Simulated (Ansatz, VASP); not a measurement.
CuI in VASP and in Ansatz

```xyz
4
Lattice="4.2862 0.0000 0.0000 -2.1431 3.7120 0.0000 0.0000 0.0000 7.1057" Properties=species:S:1:pos:R:3 pbc="T T T"
Cu    0.0000    2.4746    1.7764
Cu    2.1431    1.2373    5.3293
I     2.1431    1.2373    1.7764
I     0.0000    2.4746    5.3293
```

Alike in both runs: task single point; functional r2SCAN; k mesh 6 × 6 × 4; no spin polarisation.

|  | VASP | Ansatz |
| --- | --- | --- |
| version | VASP 6.6.1 | Ansatz 0.2.0 |
| potentials or method | VASP PAW PBE potentials, release 64 (Cu, I) | plane waves, PAW |
| plane-wave cutoff (eV) | 520 | 500 |
| occupations | gaussian, width 0.01 eV | fixed |
| valence electrons in the cell | 36 | 72 |

Ansatz gave:

```
gap on the k mesh at the Fermi level (eV)                     : 1.75
pressure (GPa)                                                : 2.7
traceless stress, the component that is largest in VASP (GPa) : -1.96
```

Q: Estimate VASP's values.

A: gap on the k mesh at the Fermi level (eV): 1.75; pressure (GPa): 2.7; traceless stress, the component that is largest in VASP (GPa): -1.89.

VASP's potentials were made for PBE, not for r2SCAN. VASP's potentials hold 36 valence electrons a cell and Ansatz's 72, so a difference there can come from the potentials and not from the codes.

Spin-orbit coupling is off throughout.
